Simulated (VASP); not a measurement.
# Si (I4_1/amd) in VASP: further runs

Runs on Si. Level: LDA. Tasks: single point.

Everything below comes from runs of VASP 6.6.1. Logs are shortened: lines on timing, memory, paths and dates and some standing lists are left out, and cuts for length are marked.

### 1 The cell of the first run

Symmetry: I4_1/amd, No. 141, tetragonal system. The conventional cell has a = 4.672 Å, b = 4.672 Å, c = 2.579 Å, α = 90.00°, β = 90.00°, γ = 90.00°. Si (site symmetry -4m2) has 10 Si at 2.42 to 3.03 Å within 3.2 Å.

### 2 Single point, LDA (strain -0.015 along x and y, -0.030 along z)

File INCAR:

```
PREC     = Accurate       # precision mode
ENCUT    = 520            # plane-wave cutoff, eV
EDIFF    = 1E-7           # SCF threshold, eV
ISMEAR   = 0              # smearing method
SIGMA    = 0.15           # smearing width, eV
LREAL    = F              # projectors in reciprocal space
LASPH    = T              # aspherical terms in the spheres
NELM     = 100            # most SCF steps
ALGO     = Normal         # electronic algorithm
ISIF     = 2              # what is computed and relaxed
LWAVE    = F              # write WAVECAR
LCHARG   = T              # write CHGCAR
LELF     = T              # ELF
LVHAR    = T            
NBANDS   = 11             # bands
```

File KPOINTS:

```
Automatic mesh
0
Gamma
  20 20 20
```

File POSCAR:

```
Si
1.0
   -2.3358017199      2.3358017199      1.2893874282
    2.3358017199     -2.3358017199      1.2893874282
    2.3358017199      2.3358017199     -1.2893874282
Si
2
Direct
    0.2500000000      0.7500000000      0.5000000000
    0.5000000000      0.5000000000      0.0000000000
```

Potentials or basis: VASP PAW LDA potentials, release 64 (Si).

Command:

```bash
> cat potpaw_LDA.64/Si/POTCAR > POTCAR
> mpirun -np 1 vasp_std > vasp.out
```

OUTCAR:

```text
PREC = Accurate
   ENCUT = 520
   EDIFF = 1E-7
   ISMEAR = 0
   LREAL = F
   LASPH = T
   NELM = 100
   ISIF = 2

 ion  position               nearest neighbor table
   1  0.250  0.750  0.500-   2 2.42   2 2.42   2 2.42   2 2.42   2 3.03   2 3.03   2 3.03   2 3.03

   2  0.500  0.500  0.000-   1 2.42   1 2.42   1 2.42   1 2.42   1 3.03   1 3.03   1 3.03   1 3.03

  LATTYP: Found a body centered tetragonal cell.
 ALAT       =     4.6716034398
 C/A-ratio  =     0.5520106511

  Lattice vectors:

 A1 = (  -2.3358017199,   2.3358017199,   1.2893874282)
 A2 = (   2.3358017199,  -2.3358017199,   1.2893874282)
 A3 = (   2.3358017199,   2.3358017199,  -1.2893874282)

Analysis of symmetry for initial positions (statically):
=====================================================================
 Subroutine PRICEL returns:
 Original cell was already a primitive cell.

 Routine SETGRP: Setting up the symmetry group for a
 body centered tetragonal supercell.

 Subroutine GETGRP returns: Found 16 space group operations
 (whereof  8 operations were pure point group operations)
 out of a pool of 16 trial point group operations.

The static configuration has the point symmetry D_2d.
 The point group associated with its full space group is D_4h.

Analysis of symmetry for dynamics (positions and initial velocities):
=====================================================================
 Subroutine PRICEL returns:
 Original cell was already a primitive cell.

 Routine SETGRP: Setting up the symmetry group for a
 body centered tetragonal supercell.

 Subroutine GETGRP returns: Found 16 space group operations
 (whereof  8 operations were pure point group operations)
 out of a pool of 16 trial point group operations.

The dynamic configuration has the point symmetry D_2d.
 The point group associated with its full space group is D_4h.

 Subroutine INISYM returns: Found 16 space group operations
 (whereof  8 operations are pure point group operations),
 and found     1 'primitive' translations

----------------------------------------------------------------------------------------

                                     Primitive cell

  volume of cell :      28.1394

  direct lattice vectors                    reciprocal lattice vectors
    -2.335801720  2.335801720  1.289387428     0.000000000  0.214059265  0.387781042
     2.335801720 -2.335801720  1.289387428     0.214059265  0.000000000  0.387781042
     2.335801720  2.335801720 -1.289387428     0.214059265  0.214059265  0.000000000

  length of vectors
     3.546048405  3.546048405  3.546048405     0.442939618  0.442939618  0.302725516

  position of ions in fractional coordinates (direct lattice)
     0.250000000  0.750000000  0.500000000
     0.500000000  0.500000000  0.000000000

  ion indices of the primitive-cell ions
   primitive index   ion index
                 1           1
                 2           2

----------------------------------------------------------------------------------------

 KPOINTS: Automatic mesh

Automatic generation of k-mesh.
 Grid dimensions read from file:
 generate k-points for:   20   20   20

 Generating k-lattice:

  Cartesian coordinates                     Fractional coordinates (reciprocal lattice)
     0.000000000  0.010702963  0.019389052     0.050000000  0.000000000  0.000000000
     0.010702963  0.000000000  0.019389052     0.000000000  0.050000000  0.000000000
     0.010702963  0.010702963  0.000000000     0.000000000  0.000000000  0.050000000

  Length of vectors
     0.022146981  0.022146981  0.015136276

  Shift w.r.t. Gamma in fractional coordinates (k-lattice)
     0.000000000  0.000000000  0.000000000

 Subroutine IBZKPT returns following result:
 ===========================================

 Found    641 irreducible k-points:

 Following reciprocal coordinates:
            Coordinates               Weight
  0.000000  0.000000  0.000000      1.000000
  0.050000 -0.000000  0.000000      8.000000
  0.100000 -0.000000  0.000000      8.000000
  0.150000  0.000000 -0.000000      8.000000
  0.200000 -0.000000  0.000000      8.000000
  0.250000 -0.000000  0.000000      8.000000
[... 16 lines left out ...]
 -0.400000  0.050000  0.000000     16.000000
 -0.350000  0.050000  0.000000     16.000000
 [... further k-points ...]
   k-points           NKPTS =    641   k-points in BZ     NKDIM =    641   number of bands    NBANDS=     11
   number of dos      NEDOS =    301   number of ions     NIONS =      2
   total plane-waves  NPLWV =  21952
   dimension x,y,z NGX =    28 NGY =   28 NGZ =   28
   dimension x,y,z NGXF=    56 NGYF=   56 NGZF=   56
   ions per type =               2
   NGX,Y,Z   is equivalent  to a cutoff of  13.13, 13.13, 13.13 a.u.
   NGXF,Y,Z  is equivalent  to a cutoff of  26.25, 26.25, 26.25 a.u.
 SYSTEM =  unknown system
   PREC   = accura    normal or accurate (medium, high low for compatibility)
   ISTART =      0    job   : 0-new  1-cont  2-samecut
   ICHARG =      2    charge: 1-file 2-atom 10-const
   ISPIN  =      1    spin polarized calculation?
   LNONCOLLINEAR =      F non collinear calculations
   LSORBIT =      F    spin-orbit coupling
   LASPH  =      T    aspherical Exc in radial PAW
   ENCUT  =  520.0 eV  38.22 Ry    6.18 a.u.   6.59  6.59  6.59*2*pi/ulx,y,z
   NELM   =    100;   NELMIN=  2; NELMDL= -5     # of ELM steps
   EDIFF  = 0.1E-06   stopping-criterion for ELM
   LREAL  =      F    real-space projection
   EDIFFG = 0.1E-05   stopping-criterion for IOM
   NSW    =      0    number of steps for IOM
   IBRION =     -1    ionic relax: 0-MD 1-quasi-New 2-CG
   NFREE  =      0    steps in history (QN), initial steepest desc. (CG)
   ISIF   =      2    stress and relaxation
   ISYM   =      2    0-nonsym 1-usesym 2-fastsym
   POTIM  = 0.5000    time-step for ionic-motion
   TEBEG  =    0.0;   TEEND  =   0.0 temperature during run
   PSTRESS=    0.0 pullay stress
   NELECT =       8.0000    total number of electrons
   NUPDOWN=      -1.0000    fix difference up-down
   EMIN   =  10.00;   EMAX   =-10.00  energy-range for DOS
   EFERMI =   0.00;   METHOD = LEGACY
   ISMEAR =     0;   SIGMA  =   0.15  broadening in eV -4-tet -1-fermi 0-gaus
   EFERMI_NEDOS =   21; number of points for ismear=-14 and -15
   IALGO  =     38    algorithm
   IMIX   =      4    mixing-type and parameters
     AMIX     =   0.40;   BMIX     =  1.00
     AMIX_MAG =   1.60;   BMIX_MAG =  1.00
  volume/ion in A,a.u.               =      14.07        94.95
  Fermi-wavevector in a.u.,A,eV,Ry     =   1.076464  2.034223 15.766102  1.158776
  Thomas-Fermi vector in A             =   2.212350
   LORBIT       =      0    0 simple, 1 ext, 2 COOP (PROOUT), +10 PAW based schemes
   GGA     = CA    functional components
   LHFCALC =     F    Hartree Fock is set to
   AEXX    =    0.0000 exact exchange contribution
   IVDW    =     0    specifies the selected vdW correction
   LEPSILON=     F    determine dielectric tensor
   LRPA    =     F    only Hartree local field effects (RPA)
 non-spin polarized calculation
 Gauss-broadening in eV      SIGMA  =   0.15
  energy-cutoff  :      520.00
  volume of cell :       28.14
 maximum number of plane-waves:       777
   NGX = 13   NGY = 13   NGZ = 13

 number of electron       8.0000001 magnetization

 Free energy of the ion-electron system (eV)
  ---------------------------------------------------
  ext. energy  EPLUGINS =         0.00000000
  ---------------------------------------------------
  free energy    TOTEN  =       -11.47515178 eV

  energy without entropy =      -11.46759776  energy(sigma->0) =      -11.47137477

 E-fermi :  10.1646     XC(G=0): -11.3101

 val. band max:       10.1541789267   @ k =  -0.1500  -0.2500   0.0500
 cond. band min:      10.1647312029   @ k =  -0.2000   0.3000   0.2000
 fundamental gap:      0.0105522762
 Fermi energy:        10.1645564754

 k-point     1 :       0.0000    0.0000    0.0000
  band No.  band energies     occupation
      1      -4.2423      2.00000
      2       7.5215      2.00000
      3       7.5215      2.00000
      4       8.3684      2.00000
      5      11.4363      0.00000
      6      17.9700      0.00000
      7      19.6175      0.00000
      8      19.6175      0.00000
      9      20.0791      0.00000
     10      20.5205      0.00000
     11      21.3396      0.00000

 k-point     2 :       0.0500   -0.0000    0.0000
  band No.  band energies     occupation
      1      -4.1717      2.00000
      2       7.2639      2.00000
      3       7.4818      2.00000
      4       8.7446      2.00000
      5      11.6058      0.00000
      6      17.5522      0.00000
      7      18.7627      0.00000
      8      19.5210      0.00000
      9      19.5779      0.00000
     10      20.8146      0.00000
     11      21.7196      0.00000

 k-point     3 :       0.1000   -0.0000    0.0000
  band No.  band energies     occupation
      1      -3.9599      2.00000
      2       6.9015      2.00000
      3       7.3908      2.00000
      4       9.4554      2.00000
      5      12.0833      0.00000
      6      16.5738      0.00000
      7      17.1535      0.00000
      8      18.9586      0.00000
      9      19.0655      0.00000
     10      20.0650      0.00000
     11      21.9292      0.00000
[... 267 lines left out ...]
 k-point    23 :      -0.4000    0.0500    0.0000
  band No.  band energies     occupation
      1      -0.5612      2.00000
      2       6.0325      2.00000
      3       7.0302      2.00000
      4       7.6668      2.00000
      5      10.9358      0.00000
      6      13.1191      0.00000
      7      14.8518      0.00000
      8      15.9779      0.00000
      9      17.6406      0.00000
     10      18.9463      0.00000
     11      23.1436      0.00000

 k-point    24 :      -0.3500    0.0500    0.0000
  band No.  band energies     occupation
      1      -1.4921      2.00000
      2       5.8562      2.00000
      3       7.3596      2.00000
      4       8.6908      2.00000
      5      11.9006      0.00000
      6      14.0283      0.00000
      7      14.7276      0.00000
      8      15.5113      0.00000
      9      17.4495      0.00000
     10      17.9717      0.00000
     11      22.4603      0.00000

 [... further k-points ...]

------------------------ aborting loop because EDIFF is reached ----------------------------------------

  FORCE on cell =-STRESS in cart. coord.  units (eV):
  Direction    XX          YY          ZZ          XY          YZ          ZX
  --------------------------------------------------------------------------------------
  -------------------------------------------------------------------------------------
  Total        1.2958759      1.2958759      1.0752481      0.0000000      0.0000000      0.0000000
  in kB       73.7833944     73.7833944     61.2214876      0.0000000      0.0000000      0.0000000
  external PRESSURE =      69.5960921 kB  Pullay stress =       0.0000000 kB

 VOLUME and BASIS-vectors are now :
 -----------------------------------------------------------------------------
  energy-cutoff  :      520.00
  volume of cell :       28.14
      direct lattice vectors                 reciprocal lattice vectors
    -2.335801720  2.335801720  1.289387428     0.000000000  0.214059265  0.387781042
     2.335801720 -2.335801720  1.289387428     0.214059265  0.000000000  0.387781042
     2.335801720  2.335801720 -1.289387428     0.214059265  0.214059265  0.000000000

 POSITION                                       TOTAL-FORCE (eV/Angst)
 -----------------------------------------------------------------------------------
      2.33580      0.00000      0.64469        -0.000000      0.000000     -0.000000
      0.00000      0.00000      1.28939         0.000000     -0.000000      0.000000
 -----------------------------------------------------------------------------------
    total drift:                                0.000000      0.000000      0.000000

  FREE ENERGIE OF THE ION-ELECTRON SYSTEM (eV)
  ---------------------------------------------------
  free  energy   TOTEN  =       -11.4751517796 eV

  energy  without entropy=      -11.4675977606  energy(sigma->0) =      -11.47137477
```

Run time: 2.7 min. Hardware: 1 thread of Intel Xeon 6975P-C (Granite Rapids), shared host; peak memory 0.26 GiB.

Results:

| Property | Result |
| --- | --- |
| Free energy | -11.4752 eV |
| Pressure | 7.0 GPa |
| Band gap on the k mesh | zero (bands 4 and 5 overlap by 6.99 eV) |

Caveat: the cell differs from its parent crystal (strain -0.015 along x and y, -0.030 along z); the cell stands under pressure.

### 3 Single point, LDA (strain -0.030 along x and y, +0.015 along z)

File INCAR:

```
PREC = Accurate
ENCUT = 520
EDIFF = 1E-7
ISMEAR = 0
SIGMA = 0.15
LREAL = False
LASPH = True
NELM = 80
ALGO = Normal
ISIF = 2
LWAVE = False
LCHARG = False
GGA = CA
NBANDS = 11
```

File KPOINTS:

```
regular mesh
0
Gamma
  20 20 20
```

File POSCAR:

```
Si
1.0
   -2.3002311354      2.3002311354      1.3492043707
    2.3002311354     -2.3002311354      1.3492043707
    2.3002311354      2.3002311354     -1.3492043707
Si
2
Direct
    0.2500000000      0.7500000000      0.5000000000
    0.5000000000      0.5000000000      0.0000000000
```

Potentials or basis: VASP PAW LDA potentials, release 64 (Si).

Command:

```bash
> cat potpaw_LDA.64/Si/POTCAR > POTCAR
> mpirun -np 1 vasp_std > vasp.out
```

Wall time 2.3 min (1 thread of Intel Xeon 6975P-C (Granite Rapids), shared host); peak memory 0.26 GiB.

It converged, with:

```
Free energy            : -11.4564 eV
Pressure               : 6.2 GPa
Band gap on the k mesh : zero (bands 4 and 5 overlap by 7.39 eV)
```

Stress tensor (GPa, compression positive):
```
8.77 0.00 0.00
0.00 8.77 0.00
0.00 0.00 0.96
```

Levels at points of the mesh, in eV from the Fermi level:
```tsv
k point	band 2	band 3	band 4	band 5	band 6	band 7
(0.00, 0.00, 0.00)	-2.27	-2.27	-0.93	1.55	7.23	8.50
(0.50, 0.00, 0.00)	-7.30	-2.16	-2.03	-1.43	0.84	4.88
(0.50, 0.50, 0.00)	-10.92	0.67	0.67	3.36	3.36	7.44
(0.50, 0.50, 0.50)	-8.12	-7.07	-7.07	4.58	4.58	14.10
```

Caveat: the cell differs from its parent crystal (strain -0.030 along x and y, +0.015 along z); the cell stands under pressure.

### 4 Single point, LDA (strain -0.015 along x and y, -0.015 along z)

File INCAR:

```
ALGO = Normal
EDIFF = 1E-6
ENCUT = 520
ISIF = 2
ISMEAR = 0
LASPH = True
LCHARG = False
LREAL = False
LWAVE = False
NBANDS = 11
NELM = 100
PREC = Accurate
SIGMA = 0.15
```

File KPOINTS:

```
k-points
0
Gamma
  20 20 20
```

File POSCAR:

```
Si
1.0
   -2.3358017199      2.3358017199      1.3093264091
    2.3358017199     -2.3358017199      1.3093264091
    2.3358017199      2.3358017199     -1.3093264091
Si
2
Direct
    0.2500000000      0.7500000000      0.5000000000
    0.5000000000      0.5000000000      0.0000000000
```

Potentials or basis: VASP PAW LDA potentials, release 64 (Si).

Command:

```bash
> cat potpaw_LDA.64/Si/POTCAR > POTCAR
> mpirun -np 1 vasp_std > vasp.out
```

OUTCAR:

```text
EDIFF = 1E-6
   ENCUT = 520
   ISIF = 2
   ISMEAR = 0
   LASPH = True
   LREAL = False
   NELM = 100
   PREC = Accurate

 ion  position               nearest neighbor table
   1  0.250  0.750  0.500-   2 2.43   2 2.43   2 2.43   2 2.43   2 3.05   2 3.05   2 3.05   2 3.05

   2  0.500  0.500  0.000-   1 2.43   1 2.43   1 2.43   1 2.43   1 3.05   1 3.05   1 3.05   1 3.05

  LATTYP: Found a body centered tetragonal cell.
 ALAT       =     4.6716034398
 C/A-ratio  =     0.5605468983
[... 527 lines left out ...]

------------------------ aborting loop because EDIFF is reached ----------------------------------------

  FORCE on cell =-STRESS in cart. coord.  units (eV):
  Direction    XX          YY          ZZ          XY          YZ          ZX
  --------------------------------------------------------------------------------------
  -------------------------------------------------------------------------------------
  Total        1.0600178      1.0600178      0.5405391      0.0000000      0.0000000      0.0000000
  in kB       59.4352202     59.4352202     30.3080378      0.0000000      0.0000000      0.0000000
  external PRESSURE =      49.7261594 kB  Pullay stress =       0.0000000 kB

 VOLUME and BASIS-vectors are now :
 -----------------------------------------------------------------------------
  energy-cutoff  :      520.00
  volume of cell :       28.57
      direct lattice vectors                 reciprocal lattice vectors
    -2.335801720  2.335801720  1.309326409     0.000000000  0.214059265  0.381875747
     2.335801720 -2.335801720  1.309326409     0.214059265  0.000000000  0.381875747
     2.335801720  2.335801720 -1.309326409     0.214059265  0.214059265  0.000000000

 POSITION                                       TOTAL-FORCE (eV/Angst)
 -----------------------------------------------------------------------------------
      2.33580      0.00000      0.65466         0.000000     -0.000000      0.000000
      0.00000      0.00000      1.30933        -0.000000      0.000000     -0.000000
 -----------------------------------------------------------------------------------
    total drift:                                0.000000      0.000000      0.000000

  FREE ENERGIE OF THE ION-ELECTRON SYSTEM (eV)
  ---------------------------------------------------
  free  energy   TOTEN  =       -11.4874859622 eV

  energy  without entropy=      -11.4796198728  energy(sigma->0) =      -11.48355292
```

Wall time 2.7 min (1 thread of Intel Xeon 6975P-C (Granite Rapids), shared host); peak memory 0.26 GiB.

What came out:

```
Free energy            : -11.4875 eV
Pressure               : 5.0 GPa
Band gap on the k mesh : zero (bands 4 and 5 overlap by 7.02 eV)
```

Levels at points of the mesh, in eV from the Fermi level:
```csv
k point,band 2,band 3,band 4,band 5,band 6,band 7
"(0.00, 0.00, 0.00)",-2.53,-2.53,-1.63,1.38,7.66,9.41
"(0.50, 0.00, 0.00)",-7.14,-2.18,-1.92,-1.43,0.90,4.75
"(0.50, 0.50, 0.00)",-11.02,0.39,0.39,2.82,2.82,8.37
"(0.50, 0.50, 0.50)",-8.40,-7.14,-7.14,5.61,5.61,13.77
```

Caveat: the cell differs from its parent crystal (strain -0.015 along x and y, -0.015 along z); the cell stands under pressure.

### 5 Overview

```csv
cell,gap on the mesh (eV),pressure (GPa)
"a = 3.546 Å, angles 97.6, 97.6, 137.4°, 2 atoms",none,7.0
"a = 3.522 Å, angles 98.4, 98.4, 134.9°, 2 atoms",none,6.2
"a = 3.553 Å, angles 97.8, 97.8, 136.8°, 2 atoms",none,5.0
```

Alike in all rows: task single point; level LDA; potentials or basis VASP PAW LDA potentials, release 64 (Si); no spin polarisation; k mesh 20 × 20 × 20; cutoff (eV) 520; smearing gaussian 0.15 eV.

Caveats: the cell stands under pressure.

Total energies depend on the potentials used, so only differences within one code and one set of settings carry meaning.
